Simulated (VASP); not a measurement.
Runs of VASP 6.6.1 on Au. The structure is that of space group Im-3m (No. 229), or close to it. The cells are those of the table. This isn't the form of Au at room conditions, which is fcc.

```tsv
task	cell	k mesh	cutoff (eV)	gap on the mesh (eV)	pressure (GPa)
relaxation of cell and atoms	relaxed from a = 2.710 Å, angles 109.5°, 1 atom	8 × 8 × 8	550	none	0.0
single point	a = 2.710 Å, angles 109.5°, 1 atom	8 × 8 × 8	550	none	31.7
relaxation of cell and atoms	relaxed from a = 2.839 Å, angles 109.5°, 1 atom	18 × 18 × 18	600	none	0.0
single point	a = 2.839 Å, angles 109.5°, 1 atom	8 × 8 × 8	550	none	(a)
```

Alike in all rows: level r2SCAN; potentials or basis VASP PAW PBE potentials, release 64 (Au); no spin polarisation; smearing gaussian 0.1 eV.

Question: Estimate the missing entries.

Answer: (a) 0.1.

Caveats: the PAW data sets were made with another functional, which shifts forces and pressure a little; spin-orbit coupling is left out, which moves the levels of the heavy elements; the cell stands under pressure (at least some runs); the relaxation stopped at its first step, so nothing moved (at least some runs).

A k mesh can miss the band edges, and the runs leave out spin-orbit coupling on Au.

A gap of «none» marks levels without a gap at the run's occupations.
